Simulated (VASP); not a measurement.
Input of a VASP 6.6.1 run:

The input INCAR:

```
SYSTEM = SnSe
ALGO = Normal
DIPOL = 0.5 0.5 0.500
EDIFF = 1E-6
EDIFFG = -0.03
ENCUT = 520
GGA = PS
IBRION = 2
IDIPOL = 3
ISIF = 2
ISMEAR = 0
KPAR = 2
LASPH = .TRUE.
LCHARG = .FALSE.
LDIPOL = .TRUE.
LREAL = .FALSE.
LWAVE = .FALSE.
NELM = 80
NSW = 90
PREC = Accurate
SIGMA = 0.05
```

KPOINTS

```
k-points
0
G
  9 9 1
  0 0 0
```

The input POSCAR:

```
SnSe
1.0
    4.2041099673      0.0000000000      0.0000000000
   -2.1020549836      3.6408660320      0.0000000000
    0.0000000000      0.0000000000     25.5816035353
Se Sn
3 3
Selective dynamics
Direct
    0.3333333333      0.6666666667      0.3322700232  F F F
    0.0000000000      0.0000000000      0.4664540046  F F F
    0.6666666667      0.3333333333      0.6006379861  T T T
    0.6666666667      0.3333333333      0.3993620139  F F F
    0.3333333333      0.6666666667      0.5335459954  T T T
    0.0000000000      0.0000000000      0.6677299768  T T T
```

Potentials or basis: VASP PAW PBE potentials, release 64 (Se, Sn_d).

Launch:

```console
$ cat potpaw_PBE.64/Se/POTCAR potpaw_PBE.64/Sn_d/POTCAR > POTCAR
$ mpirun -np 2 vasp_std > vasp.out
```

**Question.** What does it give for the energy gained by relaxing?

**Answer.** 39.6 meV/atom.

**Question.** What does it give for the band gap on the k mesh?

**Answer.** 0.14 eV (least direct gap 0.34 eV).

Final structure:
```yaml
crystal:
  lattice:
    - [4.20411, 0.00000, 0.00000]
    - [-2.10205, 3.64087, 0.00000]
    - [0.00000, 0.00000, 25.58160]
  atoms:
    - { symbol: Se, position: [0.33333, 0.66667, 0.33227] }
    - { symbol: Se, position: [0.00000, 0.00000, 0.46645] }
    - { symbol: Se, position: [0.66667, 0.33333, 0.60761] }
    - { symbol: Sn, position: [0.66667, 0.33333, 0.39936] }
    - { symbol: Sn, position: [0.33333, 0.66667, 0.52437] }
    - { symbol: Sn, position: [0.00000, 0.00000, 0.66396] }
```

Caveat: semilocal functionals underestimate gaps, and a narrow one can read as zero; spin-orbit coupling is left out, which moves the levels of the heavy elements.
